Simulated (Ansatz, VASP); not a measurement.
Given: the input of a run of VASP 6.6.1 on Hf2Pd2Se2Br2O3.

INCAR

```
ALGO = Normal
EDIFF = 1E-6
ENCUT = 520
GGA = PE
ISIF = 2
ISMEAR = -1
LASPH = T
LCHARG = F
LREAL = F
LWAVE = F
NBANDS = 53
NELM = 60
PREC = Accurate
SIGMA = 0.05
```

File KPOINTS:

```
k-points
0
Gamma
  5 5 4
```

File POSCAR:

```
Hf2Pd2Se2Br2O3
1.0
    5.5690004769     -0.0928327328     -0.0139954334
    1.6030979287      5.2993127466      0.0024931539
    1.3599707298      1.9024353174      8.2596200634
Hf Pd Se Br O
2 2 2 2 3
Direct
    0.2331700000      0.6516100000      0.0228400000
    0.7668300000      0.3483900000      0.9771600000
    0.0000000000      0.5000000000      0.5000000000
    0.0000000000      0.0000000000      0.5000000000
    0.0241900000      0.3391700000      0.2533100000
    0.9758100000      0.6608300000      0.7466900000
    0.5000000000      0.5000000000      0.5000000000
    0.5000000000      0.0000000000      0.5000000000
    0.4479200000      0.3572400000      0.9210100000
    0.5520800000      0.6427600000      0.0789900000
    0.0000000000      0.0000000000      0.0000000000
```

Potentials or basis: VASP PAW PBE potentials, release 64 (Hf_pv, Pd, Se, Br, O).

The run is started by

```sh
$ cat potpaw_PBE.64/Hf_pv/POTCAR potpaw_PBE.64/Pd/POTCAR potpaw_PBE.64/Se/POTCAR potpaw_PBE.64/Br/POTCAR potpaw_PBE.64/O/POTCAR > POTCAR
$ mpirun -np 1 vasp_std > vasp.out
```

Problem. Set up the same calculation for Ansatz 0.2.0. Potentials there: Ansatz PAW.

Solution. As run (the cutoff follows the program's own potentials):

The input input.yaml:

```yaml
crystal:
  lattice:
    - [5.5690004769, -0.0928327328, -0.0139954334]
    - [1.6030979287, 5.2993127466, 0.0024931539]
    - [1.3599707298, 1.9024353174, 8.2596200634]
  atoms:
    - { symbol: Hf, position: [0.23317, 0.65161, 0.02284] }
    - { symbol: Hf, position: [0.76683, 0.34839, 0.97716] }
    - { symbol: Pd, position: [0.0, 0.5, 0.5] }
    - { symbol: Pd, position: [0.0, 0.0, 0.5] }
    - { symbol: Se, position: [0.02419, 0.33917, 0.25331] }
    - { symbol: Se, position: [0.97581, 0.66083, 0.74669] }
    - { symbol: Br, position: [0.5, 0.5, 0.5] }
    - { symbol: Br, position: [0.5, 0.0, 0.5] }
    - { symbol: O, position: [0.44792, 0.35724, 0.92101] }
    - { symbol: O, position: [0.55208, 0.64276, 0.07899] }
    - { symbol: O, position: [0.0, 0.0, 0.0] }
hamiltonian:
  xc: pbe
  pseudopotentials: { kind: paw }
kpoints:
  mp_grid: { grid: [5, 5, 4] }
scf:
  occupations: { method: fermi_dirac, width: 0.05 }
output:
  forces: true
  stress: true
  eigenvalues: true
```

Potentials or basis: Ansatz PAW.

Command:

```bash
$ ansatz run input.yaml --threads 8 --pin off --max-ram 20480MiB --backend cpu --events-out ev --progress --plain --runs-dir out
```

Both were run:

|  | VASP | Ansatz | Ansatz less VASP |
| --- | --- | --- | --- |
| gap on the k mesh at the Fermi level (eV) | none | none | - |
| pressure (GPa) | 1.3 | 1.7 | +0.41 |
| traceless stress, the component that is largest in VASP (GPa) | 0.91 | 0.94 | +0.029 |
| rms of the force components (eV/Å) | 0.090 | 0.125 | +0.0348 |

Atom by atom the forces differ by 0.047 eV/Å (rms over components). A gap of «none» marks a metal or a gap that the smearing closes. The functional is the same, so the differences come from potentials, cutoffs and numerics. VASP's potentials hold 84 valence electrons a cell and Ansatz's 152, so a difference there can come from the potentials and not from the codes.

Spin-orbit coupling is off throughout.
